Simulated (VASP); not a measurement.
Crystal: HfSnSe4.

```
CELL_PARAMETERS angstrom
5.07056 0.00000 0.00000
-2.53528 4.39124 0.00000
0.00000 0.00000 5.80000
ATOMIC_POSITIONS crystal
Hf 0.00000 0.00000 0.00000
Sn 0.00000 0.00000 0.50000
Se 0.33333 0.66667 0.76730
Se 0.33333 0.66667 0.23270
Se 0.66667 0.33333 0.76730
Se 0.66667 0.33333 0.23270
```

| Item | Value |
| --- | --- |
| Program | VASP 6.6.1 |
| Task | relaxation of cell and atoms |
| Functional | PBE |
| Potentials or basis | VASP PAW PBE potentials, release 64 (Hf_pv, Sn_d, Se) |
| Cutoff | 600 eV |
| k mesh | 6 × 6 × 4 |
| Occupations | gaussian, width 0.1 eV |
| Spin | no spin polarisation |

At the start: pressure 0.8 GPa; volume 21.52 Å³/atom.

Problem. How do energy, volume and symmetry change on relaxing?

Solution. Over 6 steps the energy falls by 22.0 meV/atom and the volume is 21.77 Å³/atom (+1.1 %); space group P6/mmm (No. 191, to 0.05 Å).

The path:
```
step  energy change (eV)  largest force (eV/Å)  pressure (GPa)  volume (Å³)
   1              0.0000                0.2760            0.85       129.14
   2             -0.0749                0.4401           -0.93       131.21
   3             -0.0749                0.4348           -0.88       131.13
   4             -0.1104                0.2658            0.22       129.56
   5             -0.1177                0.1344            1.10       128.45
   6             -0.1322                0.0214            0.12       130.62
```

Final structure:
```
Hf Sn Se
1.0
     4.99920    0.00000    0.00000
    -2.49960    4.32944    0.00000
     0.00000    0.00000    6.03480
Hf Sn Se
1 1 4
Direct
  0.00000 0.00000 0.00000
  0.00000 0.00000 0.50000
  0.33333 0.66667 0.78037
  0.33333 0.66667 0.21963
  0.66667 0.33333 0.78037
  0.66667 0.33333 0.21963
```
